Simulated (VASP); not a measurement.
# Pd: single point with r2SCAN

Pd:

```
Pd
1.0
     3.90702    0.00000    0.00000
     0.00000    3.90702    0.00000
     0.00000    0.00000    3.90702
Pd
4
Direct
  0.00000 0.00000 0.00000
  0.00000 0.50000 0.50000
  0.50000 0.00000 0.50000
  0.50000 0.50000 0.00000
```

```json
{
  "Program": "VASP 6.6.1",
  "Task": "single point",
  "Functional": "r2SCAN",
  "Potentials or basis": "VASP PAW PBE potentials, release 64 (Pd)",
  "Cutoff": "520 eV",
  "k mesh": "6 × 6 × 6",
  "Occupations": "gaussian, width 0.1 eV",
  "Spin": "no spin polarisation"
}
```

```
Pressure               : 0.7 GPa
Band gap on the k mesh : zero (band 20 reaches 9.72 eV, above the bottom of band 21 at 9.21 eV)
```

Levels at points of the mesh, in eV from the Fermi level:
```tsv
k point	band 18	band 19	band 20	band 21	band 22	band 23
(0.00, 0.00, 0.00)	0.32	0.32	0.32	0.32	3.68	3.68
(0.50, 0.00, 0.00)	-1.35	-0.70	-0.70	0.32	0.32	9.35
(0.50, 0.50, 0.00)	-1.26	-1.26	-1.26	2.49	2.49	2.49
(0.50, 0.50, 0.50)	-0.02	-0.02	-0.02	1.34	1.34	1.34
```

It took 73 s on 1 thread of Intel(R) Xeon(R) Platinum 8488C (Sapphire Rapids) (shared host), peak memory 0.17 GiB.

Caveat: the PAW data sets were made with another functional, which shifts forces and pressure a little.
